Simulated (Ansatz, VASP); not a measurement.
# One calculation of MgH2, two programs

```
Mg H
1.0
     4.42930    0.00000    0.00000
     0.00000    4.42930    0.00000
     0.00000    0.00000    2.97350
Mg H
2 4
Cartesian
  0.0000 0.0000 0.0000
  2.2147 2.2147 1.4868
  1.3481 1.3481 0.0000
  3.0813 3.0813 0.0000
  0.8666 3.5627 1.4868
  3.5627 0.8666 1.4868
```

Alike in both runs: functional LDA; k mesh 6 × 6 × 10; occupations gaussian, width 0.02 eV; no spin polarisation.

Ansatz relaxed the structure, and its values are those at the end. VASP's run is a single point on that final structure, the one shown.

|  | VASP | Ansatz |
| --- | --- | --- |
| version | VASP 6.6.1 | Ansatz 0.2.0 |
| potentials or method | VASP PAW LDA potentials, release 64 (Mg, H) | scalar-relativistic, plane waves, PAW |
| plane-wave cutoff (eV) | 520 | 420 |
| valence electrons in the cell | 8 | 24 |

```csv
,VASP,Ansatz,Ansatz less VASP
gap on the k mesh at the Fermi level (eV),3.50,3.51,+0.001
least direct gap on the mesh (eV),4.37,4.37,-0.001
pressure (GPa),-0.5,0.0,+0.50
```

LDA's correlation is that of Perdew and Zunger in VASP and of Perdew and Wang (1992) in Ansatz. VASP's potentials hold 8 valence electrons a cell and Ansatz's 24, so a difference there can come from the potentials and not from the codes.
